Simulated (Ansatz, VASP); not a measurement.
# MgH2 in VASP and in Ansatz

INCAR

```
SYSTEM = MgH2
PREC = Accurate
ENCUT = 600
EDIFF = 1E-7
ISMEAR = 0
SIGMA = 0.02
LREAL = .False.
LASPH = .True.
NELM = 80
ALGO = Normal
ISIF = 3
LWAVE = .False.
LCHARG = .False.
GGA = PE
IBRION = 2
NSW = 100
EDIFFG = -0.01
```

File KPOINTS:

```
Automatic mesh
0
Gamma
  4 4 4
  0 0 0
```

File POSCAR:

```
MgH2
1.0
    6.7632397582      0.0000000000      0.0000000000
    0.0000000000      6.7632397582      0.0000000000
    0.0000000000      0.0000000000      5.3799544041
Mg H
4 8
Direct
    0.3485817766      0.0000000000      0.7500000000
    0.6514182234      0.0000000000      0.2500000000
    0.0000000000      0.3485817766      0.0000000000
    0.0000000000      0.6514182234      0.5000000000
    0.5000000000      0.0985660499      0.5000000000
    0.5000000000      0.9014339501      0.0000000000
    0.1968292569      0.1968292569      0.8750000000
    0.1968292569      0.8031707431      0.6250000000
    0.8031707431      0.1968292569      0.1250000000
    0.8031707431      0.8031707431      0.3750000000
    0.9014339501      0.5000000000      0.7500000000
    0.0985660499      0.5000000000      0.2500000000
```

Input for Ansatz:

```yaml
crystal:
  lattice:
    - [6.7632397582, 0.0, 0.0]
    - [0.0, 6.7632397582, 0.0]
    - [0.0, 0.0, 5.3799544041]
  atoms:
    - { symbol: Mg, position: [0.3485817766, 0.0, 0.75] }
    - { symbol: Mg, position: [0.6514182234, 0.0, 0.25] }
    - { symbol: Mg, position: [0.0, 0.3485817766, 0.0] }
    - { symbol: Mg, position: [0.0, 0.6514182234, 0.5] }
    - { symbol: H, position: [0.5, 0.0985660499, 0.5] }
    - { symbol: H, position: [0.5, 0.9014339501, 0.0] }
    - { symbol: H, position: [0.1968292569, 0.1968292569, 0.875] }
    - { symbol: H, position: [0.1968292569, 0.8031707431, 0.625] }
    - { symbol: H, position: [0.8031707431, 0.1968292569, 0.125] }
    - { symbol: H, position: [0.8031707431, 0.8031707431, 0.375] }
    - { symbol: H, position: [0.9014339501, 0.5, 0.75] }
    - { symbol: H, position: [0.0985660499, 0.5, 0.25] }
basis:
  ecutwfc: 420
kpoints:
  mp_grid: { grid: [4, 4, 4] }
hamiltonian:
  xc: pbe
scf:
  occupations: { method: gaussian, width: 0.02 }
output:
  forces: true
  stress: true
  eigenvalues: true
relax:
  adjacent_minimum: "off"
  f_tol: 0.01
  max_steps: 80
  cell: { stress_tol: 0.05 }
```

Alike in both runs: task relaxation of cell and atoms; functional PBE; k mesh 4 × 4 × 4; occupations gaussian, width 0.02 eV; no spin polarisation.

```csv
,VASP,Ansatz
version,VASP 6.6.1,Ansatz 0.2.0
potentials or method,"VASP PAW PBE potentials, release 64 (Mg, H), cutoff 600 eV","scalar-relativistic, plane waves, PAW"
valence electrons in the cell,16,48
```

```csv
,VASP,Ansatz,Ansatz less VASP
"gap on the k mesh at the Fermi level, each at its own relaxed structure (eV)",5.14,5.13,-0.004
relaxed volume (Å³/atom),20.77,20.84,+0.062
relaxed cell length with the largest relative difference (Å),6.783,6.796,+0.0132
```

VASP's potentials hold 16 valence electrons a cell and Ansatz's 48, so a difference there can come from the potentials and not from the codes.
